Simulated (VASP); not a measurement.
# Al3GaN4 (P1) in VASP: single point with PBEsol

Aim: the single point of Al3GaN4 with PBEsol.

Everything below comes from runs of VASP 6.6.1. Logs are shortened: lines on timing, memory, paths and dates and some standing lists are left out, and cuts for length are marked.

**1. The cell of the first run**

The typed cell holds 64 atoms: a = 8.815 Å, b = 8.815 Å, c = 8.815 Å, α = 90.00°, β = 90.00°, γ = 90.00°.

**2. Single point, PBEsol**

Contents of INCAR:

```
SYSTEM = Al3GaN4
ALGO = Normal ; EDIFF = 1E-6
ENCUT = 520 ; GGA = PS
ISIF = 2 ; ISMEAR = -1
ISYM = 0 ; LASPH = .True.
LCHARG = .False. ; LREAL = Auto
LWAVE = .False. ; NBANDS = 206
NELM = 60 ; PREC = Accurate
SIGMA = 0.05
```

Contents of KPOINTS:

```
Automatic mesh
0
Gamma
  1 1 1
  0.25 0.25 0.25
```

Contents of POSCAR:

```
Al3GaN4
1.0
    8.8147855296      0.0000000000      0.0000000000
    0.0000000000      8.8147855296      0.0000000000
    0.0000000000      0.0000000000      8.8147855296
Ga Al N
8 24 32
Direct
    0.0001470000      0.0013720000      0.0022340000
    0.5005180000      0.0014630000      0.0023180000
    0.5012000000      0.4991630000      0.4992910000
    0.2503140000      0.0021310000      0.7480180000
    0.2495630000      0.4999790000      0.2490150000
    0.7505700000      0.0021450000      0.7479720000
    0.9999790000      0.7479650000      0.7487200000
    0.5002240000      0.7487880000      0.7495180000
    0.0002630000      0.0010330000      0.4970430000
    0.9996090000      0.4990990000      0.9997890000
    0.9991270000      0.4993210000      0.4990230000
    0.5004200000      0.0010740000      0.4970410000
    0.5010730000      0.4993250000      0.9997410000
    0.2499170000      0.2519170000      0.0000190000
    0.2495410000      0.2498990000      0.4987510000
    0.2503290000      0.7484970000      0.0010670000
    0.2490520000      0.7503080000      0.4979760000
    0.7502890000      0.2525700000      0.0006270000
    0.7511190000      0.2504350000      0.4983820000
    0.7505500000      0.7478700000      0.0017770000
    0.7507660000      0.7498430000      0.4968770000
    0.2501620000      0.0003430000      0.2509740000
    0.2494650000      0.4986210000      0.7498150000
    0.7504850000      0.0004240000      0.2510060000
    0.7509980000      0.5000150000      0.2487980000
    0.7510060000      0.4983300000      0.7499740000
    0.9992860000      0.2505650000      0.2501060000
    0.0003110000      0.2524830000      0.7485580000
    0.9994950000      0.7497850000      0.2503180000
    0.5007780000      0.2499570000      0.2498230000
    0.5006060000      0.2517570000      0.7491420000
    0.5012660000      0.7504990000      0.2493470000
    0.1290810000      0.1293110000      0.1289310000
    0.1210640000      0.1284170000      0.6211140000
    0.1209790000      0.6276690000      0.1219650000
    0.1286410000      0.6211520000      0.6207460000
    0.6298010000      0.1287410000      0.1285720000
    0.6216970000      0.1291430000      0.6206340000
    0.6248080000      0.6244750000      0.1254400000
    0.6324280000      0.6246870000      0.6245130000
    0.3787810000      0.3724980000      0.1224640000
    0.3721090000      0.3723070000      0.6268470000
    0.3721150000      0.8724480000      0.1281770000
    0.3755680000      0.8753100000      0.6181940000
    0.8761530000      0.3756020000      0.1252500000
    0.8749110000      0.3753950000      0.6242280000
    0.8718620000      0.8724800000      0.1284650000
    0.8758380000      0.8753330000      0.6179490000
    0.3753240000      0.1261300000      0.3742640000
    0.3759190000      0.1313920000      0.8750810000
    0.3758980000      0.6304010000      0.3743440000
    0.3721190000      0.6212940000      0.8777430000
    0.8754230000      0.1254430000      0.3743170000
    0.8758750000      0.1320730000      0.8750160000
    0.8756460000      0.6244370000      0.3742060000
    0.8721750000      0.6214630000      0.8777590000
    0.1222630000      0.3726290000      0.3771490000
    0.1247070000      0.3754730000      0.8751640000
    0.1246720000      0.8754270000      0.3741760000
    0.1281130000      0.8728410000      0.8772300000
    0.6287640000      0.3725200000      0.3710190000
    0.6255340000      0.3754330000      0.8745820000
    0.6254720000      0.8755830000      0.3742790000
    0.6286150000      0.8729600000      0.8780370000
```

Potentials or basis: VASP PAW PBE potentials, release 64 (Ga_d, Al, N).

On the command line:

```sh
$ cat potpaw_PBE.64/Ga_d/POTCAR potpaw_PBE.64/Al/POTCAR potpaw_PBE.64/N/POTCAR > POTCAR
$ mpirun -np 1 vasp_std > vasp.out
```

OUTCAR:

```text
SYSTEM = Al3GaN4
   EDIFF = 1E-6
   ENCUT = 520
   GGA = PS
   ISIF = 2
   ISMEAR = -1
   ISYM = 0
   LASPH = .True.
   LREAL = Auto
   NELM = 60
   PREC = Accurate

 ion  position               nearest neighbor table
   1  0.000  0.001  0.002-  60 1.94  54 1.95  47 1.95  33 1.95  27 3.10  24 3.11  22 3.11  29 3.11
                            14 3.12  18 3.12  16 3.14  20 3.14
   2  0.501  0.001  0.002-  64 1.94  50 1.94  37 1.95  43 1.95  30 3.09  32 3.10  24 3.11  22 3.11
                            18 3.12  14 3.12  16 3.14  31 3.14  20 3.14
   3  0.501  0.499  0.499-  51 1.94  40 1.94  61 1.95  42 1.95  31 3.10  19 3.11  30 3.11  21 3.12
                            25 3.12  26 3.12  15 3.12  32 3.12  23 3.13  17 3.14
   4  0.250  0.002  0.748-  60 1.94  44 1.94  50 1.94  34 1.95  15 3.10  31 3.12  28 3.12   9 3.12
                            12 3.12  14 3.13  17 3.13
   5  0.250  0.500  0.249-  51 1.94  57 1.95  41 1.95  35 1.95  16 3.09  14 3.10  10 3.11  17 3.11
                            27 3.11  15 3.12  29 3.12  11 3.12  13 3.12  30 3.12  32 3.13
   6  0.751  0.002  0.748-  64 1.94  48 1.94  54 1.95  38 1.95  19 3.10  31 3.11  28 3.12   9 3.12
                            12 3.12  18 3.14  21 3.14
   7  1.000  0.748  0.749-  60 1.94  48 1.95  56 1.95  36 1.95  11 3.11  26 3.11  23 3.11  17 3.12
                            10 3.12  21 3.12  20 3.13  16 3.13
   8  0.500  0.749  0.750-  64 1.94  40 1.94  44 1.95  52 1.95  13 3.11  23 3.12  26 3.12  16 3.13
                            20 3.13  17 3.13  21 3.14
   9  0.000  0.001  0.497-  48 1.89  53 1.89  34 1.89  59 1.90  24 3.09  22 3.09  27 3.09  29 3.10
                            15 3.10  19 3.11  17 3.11   6 3.12  21 3.12   4 3.12  28 3.13
  10  1.000  0.499  1.000-  56 1.89  35 1.89  45 1.90  58 1.90  18 3.09  14 3.10  25 3.10  20 3.10
                            28 3.10  26 3.11  27 3.11   5 3.11  23 3.12   7 3.12  16 3.12  29 3.12
  11  0.999  0.499  0.499-  57 1.89  36 1.90  46 1.90  55 1.90  28 3.09  19 3.10  27 3.10   7 3.11
                            25 3.11  21 3.11  26 3.11  29 3.11  15 3.12   5 3.12  17 3.12  23 3.12
  12  0.500  0.001  0.497-  44 1.89  49 1.90  38 1.90  63 1.90  30 3.09  24 3.09  22 3.09  32 3.11
                            15 3.11  19 3.12   6 3.12   4 3.12  21 3.13  17 3.13  31 3.13
  13  0.501  0.499  1.000-  41 1.89  52 1.90  62 1.90  39 1.91  18 3.09  20 3.10  31 3.11  14 3.11
                            25 3.11  30 3.11   8 3.11  26 3.11  16 3.12  32 3.12   5 3.12  23 3.13
  14  0.250  0.252  0.000-  50 1.89  41 1.89  33 1.90  58 1.90  23 3.10   5 3.10  10 3.10  13 3.11
                             1 3.12  30 3.12  27 3.12   2 3.12  28 3.12  31 3.13   4 3.13  22 3.13
  15  0.250  0.250  0.499-  57 1.89  34 1.90  42 1.90  49 1.90   4 3.10  22 3.10   9 3.10  27 3.11
                            28 3.11  12 3.11  23 3.12   5 3.12  11 3.12  30 3.12   3 3.12  31 3.13
  16  0.250  0.748  0.001-  60 1.89  35 1.89  52 1.90  43 1.90   5 3.09  32 3.11  13 3.12  29 3.12
[... 63 lines left out ...]
  63  0.625  0.876  0.374-  24 1.90  12 1.90  21 1.90  32 1.90
  64  0.629  0.873  0.878-  20 1.89   2 1.94   8 1.94   6 1.94

IMPORTANT INFORMATION: All symmetrisations will be switched off!
NOSYMM: (Re-)initialisation of all symmetry stuff for point group C_1.

----------------------------------------------------------------------------------------

                                     Primitive cell
[... 216 lines left out ...]
  Fermi-wavevector in a.u.,A,eV,Ry     =   1.291148  2.439917 22.681787  1.667064
  Thomas-Fermi vector in A             =   2.422936
   LORBIT       =      0    0 simple, 1 ext, 2 COOP (PROOUT), +10 PAW based schemes
   GGA     = PS    functional components
   LHFCALC =     F    Hartree Fock is set to
   AEXX    =    0.0000 exact exchange contribution
   IVDW    =     0    specifies the selected vdW correction
   LEPSILON=     F    determine dielectric tensor
   LRPA    =     F    only Hartree local field effects (RPA)
 non-spin polarized calculation
  energy-cutoff  :      520.00
  volume of cell :      684.91
 maximum number of plane-waves:     18430
 NGX is ok and might be reduce to    70
   NGX = 33   NGY = 33   NGZ = 33

 number of electron     336.0000039 magnetization

 Free energy of the ion-electron system (eV)
  ---------------------------------------------------
  ext. energy  EPLUGINS =         0.00000000
  ---------------------------------------------------
  free energy    TOTEN  =      -479.58266842 eV

  energy without entropy =     -479.58266842  energy(sigma->0) =     -479.58266842

 E-fermi :   6.8403     XC(G=0): -11.3267

 val. band max:        5.6369828649   @ k =  -0.2500  -0.2500   0.2500
 cond. band min:       9.6730231143   @ k =   0.2500   0.2500   0.2500
 fundamental gap:      4.0360402494
 Fermi energy:         6.8402703119

 k-point     1 :       0.2500    0.2500    0.2500
  band No.  band energies     occupation
      1      -9.3428      2.00000
      2      -8.9030      2.00000
      3      -8.8721      2.00000
      4      -8.8284      2.00000
      5      -8.6431      2.00000
      6      -8.5530      2.00000
[... 721 lines left out ...]
    179      11.3040      0.00000
    180      11.3369      0.00000
 [bands above 180 left out]

------------------------ aborting loop because EDIFF is reached ----------------------------------------

  FORCE on cell =-STRESS in cart. coord.  units (eV):
  Direction    XX          YY          ZZ          XY          YZ          ZX
  --------------------------------------------------------------------------------------
  -------------------------------------------------------------------------------------
  Total       -0.1944984     -0.4179218     -0.3475747     -0.3588293     -0.2594178     -0.2581438
  in kB       -0.4549791     -0.9776205     -0.8130617     -0.8393889     -0.6068413     -0.6038611
  external PRESSURE =      -0.7485538 kB  Pullay stress =       0.0000000 kB

 VOLUME and BASIS-vectors are now :
 -----------------------------------------------------------------------------
  energy-cutoff  :      520.00
  volume of cell :      684.91
      direct lattice vectors                 reciprocal lattice vectors
     8.814785530  0.000000000  0.000000000     0.113445755  0.000000000  0.000000000
     0.000000000  8.814785530  0.000000000     0.000000000  0.113445755  0.000000000
     0.000000000  0.000000000  8.814785530     0.000000000  0.000000000  0.113445755

 POSITION                                       TOTAL-FORCE (eV/Angst)
 -----------------------------------------------------------------------------------
      0.00130      0.01209      0.01969         0.009269     -0.001808     -0.008130
      4.41196      0.01290      0.02043         0.004323      0.000778     -0.008366
      4.41797      4.40001      4.40114         0.001685      0.001332      0.005452
      2.20646      0.01878      6.59362        -0.001047     -0.005751      0.001612
      2.19984      4.40721      2.19501        -0.001022      0.002370      0.003676
      6.61611      0.01891      6.59321         0.001552     -0.009429      0.003376
[... 56 lines left out ...]
      5.51340      7.71808      3.29919        -0.018794     -0.038982     -0.036546
      5.54111      7.69496      7.73971        -0.000885     -0.010633      0.001873
 -----------------------------------------------------------------------------------
    total drift:                               -0.006978      0.002741      0.005656

  FREE ENERGIE OF THE ION-ELECTRON SYSTEM (eV)
  ---------------------------------------------------
  free  energy   TOTEN  =      -479.5826684203 eV

  energy  without entropy=     -479.5826684202  energy(sigma->0) =     -479.58266842
```

Wall time 23 min (1 thread of Intel Xeon Platinum 8259CL at 2.50GHz (Skylake/Cascade Lake), shared host); peak memory 0.91 GiB.

Results:

```
Free energy            : -479.5827 eV
Pressure               : -0.1 GPa
Largest force          : 0.058 eV/Å
Band gap on the k mesh : 4.04 eV, indirect (least direct gap 4.04 eV)
```

Forces in eV/Å, atoms in the order of the input:
```
Ga   0.009 -0.002 -0.008
Ga   0.004  0.001 -0.008
Ga   0.002  0.001  0.005
Ga  -0.001 -0.006  0.002
Ga  -0.001  0.002  0.004
Ga   0.002 -0.009  0.003
Ga  -0.003  0.014 -0.004
Ga  -0.005  0.017 -0.007
Al   0.022  0.019  0.040
Al   0.018  0.022  0.013
Al   0.033  0.019  0.026
Al   0.016  0.021  0.040
Al   0.017  0.022  0.018
Al   0.020 -0.004  0.009
Al   0.023 -0.003  0.029
Al   0.011  0.037  0.014
Al   0.018  0.030  0.025
Al   0.026 -0.001  0.018
Al   0.020  0.004  0.030
Al   0.019  0.042  0.007
Al   0.016  0.030  0.035
Al   0.025  0.026  0.030
Al   0.008  0.024  0.024
Al   0.021  0.025  0.030
Al   0.025  0.024  0.032
Al   0.020  0.023  0.031
Al   0.034  0.003  0.033
Al   0.026 -0.006  0.026
Al   0.026  0.041  0.025
Al   0.021 -0.002  0.022
Al   0.026  0.002  0.033
Al   0.022  0.040  0.026
N   -0.034 -0.017 -0.033
N   -0.012  0.010 -0.018
N   -0.003 -0.021 -0.010
N   -0.008 -0.016 -0.013
N   -0.034 -0.022 -0.035
N   -0.009  0.002 -0.016
N   -0.023 -0.032 -0.021
N   -0.017 -0.025 -0.029
N   -0.008  0.001 -0.006
N   -0.007  0.000 -0.019
N   -0.009 -0.021 -0.005
N    0.010 -0.001  0.002
N   -0.031 -0.019 -0.026
N   -0.029 -0.012 -0.032
N   -0.011 -0.016 -0.003
N    0.003  0.002 -0.003
N   -0.026 -0.016 -0.036
N   -0.027 -0.006 -0.018
N   -0.021 -0.027 -0.025
N   -0.001 -0.018 -0.009
N   -0.026 -0.016 -0.042
N   -0.023 -0.001 -0.014
N   -0.035 -0.033 -0.032
N   -0.013 -0.024 -0.007
N   -0.025 -0.006 -0.016
N   -0.020 -0.017 -0.021
N   -0.024 -0.034 -0.035
N   -0.005 -0.008 -0.001
N   -0.012  0.004 -0.011
N   -0.021 -0.017 -0.035
N   -0.019 -0.039 -0.037
N   -0.001 -0.011  0.002
```

Caveat: the k points lie up to 0.71 Å⁻¹ apart; the PAW data sets were made with another functional, which shifts forces and pressure a little.
